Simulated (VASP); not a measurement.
## Ti: single point with PBE

Crystal: Ti.

```
Ti
1.0
     2.95000    0.00000    0.00000
    -1.47500    2.55477    0.00000
     0.00000    0.00000    4.68000
Ti
2
Cartesian
  1.4750 0.8516 3.5100
  0.0000 1.7032 1.1700
```

| Quantity | Value |
| --- | --- |
| Program | VASP 6.6.1 |
| Task | single point |
| Functional | PBE |
| Potentials or basis | VASP PAW PBE potentials, release 64 (Ti_sv) |
| Cutoff | 520 eV |
| k mesh | 10 × 10 × 6 |
| Occupations | gaussian, width 0.018 eV |
| Spin | no spin polarisation |
| Dipole correction | no |
| Further INCAR settings | ALGO = Fast; EDIFF = 1e-06; NBANDS = 19 |

```json
{
 "Pressure": "-1.8 GPa",
 "Band gap on the k mesh": "zero (band 12 reaches 8.94 eV, above the bottom of band 13 at 7.94 eV)"
}
```

Stress tensor (GPa, compression positive):
```
-1.68  0.00  0.00
 0.00 -1.68  0.00
 0.00  0.00 -1.94
```

Levels at points of the mesh, in eV from the Fermi level:
```tsv
k point	band 10	band 11	band 12	band 13	band 14	band 15
(0.00, 0.00, 0.00)	-2.63	0.74	0.79	0.79	0.88	1.27
(0.50, 0.00, 0.00)	-2.09	-1.78	-0.61	0.51	0.63	1.17
(0.00, 0.00, 0.50)	-4.31	0.10	0.10	0.70	0.70	0.70
(0.50, 0.00, 0.50)	-2.48	-0.78	-0.78	1.31	1.31	1.72
```

Wall time 67 s on 1 thread of Intel Xeon 6975P-C, with other jobs on the host, peak memory 0.16 GiB.
